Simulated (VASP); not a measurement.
Crystal: Sc.

```
CELL_PARAMETERS angstrom
3.30900 0.00000 0.00000
-1.65450 2.86568 0.00000
0.00000 0.00000 5.27330
ATOMIC_POSITIONS crystal
Sc 0.66667 0.33333 0.75000
Sc 0.33333 0.66667 0.25000
```

Base run:

| Property | Result |
| --- | --- |
| Program | VASP 6.6.1 |
| Functional | PBE |
| Potentials or basis | VASP PAW PBE potentials, release 64 (Sc_sv) |
| Cutoff | 520 eV |
| k mesh | 9 × 9 × 5 |
| Occupations | fermi-dirac, width 0.05 eV |
| Spin | no spin polarisation |

Its results: band gap on the k mesh zero (band 11 reaches 4.27 eV, above the bottom of band 12 at 3.15 eV); pressure -0.6 GPa.

Question: After a change of settings the same cell gave: band gap on the k mesh zero (band 11 reaches 4.38 eV, above the bottom of band 12 at 3.22 eV); pressure 0.1 GPa. Which change was it?
A. functional from PBE to r2SCAN
B. occupations from fermi-dirac, width 0.05 eV to tetrahedron; further incar settings from ALGO = Normal; EDIFF = 1e-07; NBANDS = 18 to ALGO = Normal; EDIFF = 1e-06; NBANDS = 18
C. functional from PBE to PBEsol; further incar settings from ALGO = Normal; EDIFF = 1e-07; NBANDS = 18 to ALGO = Normal; EDIFF = 1e-06; NBANDS = 18
D. k mesh from 9 × 9 × 5 to 8 × 8 × 4; further incar settings from ALGO = Normal; EDIFF = 1e-07; NBANDS = 18 to ALGO = Normal; EDIFF = 1e-06; NBANDS = 18

Answer: A.

Caveats: the PAW data sets were made with another functional, which shifts forces and pressure a little (some runs).
